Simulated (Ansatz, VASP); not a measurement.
EuO in VASP and in Ansatz

INCAR

```
SYSTEM = EuO
PREC = Accurate
ENCUT = 520
EDIFF = 1E-8
ISMEAR = -1
SIGMA = 0.05
LREAL = .False.
LASPH = .True.
NELM = 200
ALGO = Normal
ISIF = 2
LWAVE = .False.
LCHARG = .False.
ISPIN = 2
MAGMOM = 7 0
LORBIT = 11
LMAXMIX = 6
GGA = PE
LEFG = .True.
NBANDS = 22
GGA_COMPAT = .False.
```

Contents of KPOINTS:

```
regular mesh
0
Gamma
  14 14 14
  0 0 0
```

POSCAR

```
EuO
1.0
    0.0000000000      2.5091180633      2.5091180633
    2.5091180633      0.0000000000      2.5091180633
    2.5091180633      2.5091180633      0.0000000000
Eu O
1 1
Direct
    0.0000000000      0.0000000000      0.0000000000
    0.5000000000      0.5000000000      0.5000000000
```

Input for Ansatz:

```yaml
crystal:
  lattice:
    - [0.0, 2.5091180633, 2.5091180633]
    - [2.5091180633, 0.0, 2.5091180633]
    - [2.5091180633, 2.5091180633, 0.0]
  atoms:
    - { symbol: Eu, position: [0.0, 0.0, 0.0], spin: 7.0 }
    - { symbol: O, position: [0.5, 0.5, 0.5] }
magnetization:
  spin_polarized: true
kpoints:
  mp_grid: { grid: [14, 14, 14] }
scf:
  occupations: { method: fermi_dirac, width: 0.05 }
hamiltonian:
  xc: pbe
  pseudopotentials: { kind: paw }
output:
  forces: true
  stress: true
  eigenvalues: true
  efg: { contact_densities: true }
```

Change from the starting cell: volume scaled by 0.975, PAW files.

Alike in both runs: task electric field gradients; functional PBE; k mesh 14 × 14 × 14; occupations fermi-dirac, width 0.05 eV; collinear spin.

|  | VASP | Ansatz |
| --- | --- | --- |
| version | VASP 6.6.1 | Ansatz 0.2.0 |
| potentials or method | VASP PAW PBE potentials, release 64 (Eu, O) | PAW with Ansatz's default frozen-core files, scalar-relativistic |
| plane-wave cutoff (eV) | 520 | 420 |
| valence electrons in the cell | 23 | 23 |

Ansatz gave:

```
pressure (GPa)                                                : 2.6
net moment per atom (μB)                                      : 3.47
size of the moment on the site where the two differ most (μB) : 0.08
```

Q: Which values does VASP return?

A: Pressure (GPa): 2.4; net moment per atom (μB): 3.46; size of the moment on the site where the two differ most (μB): 0.10.

Site moments also hang on the region over which each program counts them.

Spin-orbit coupling is off throughout.
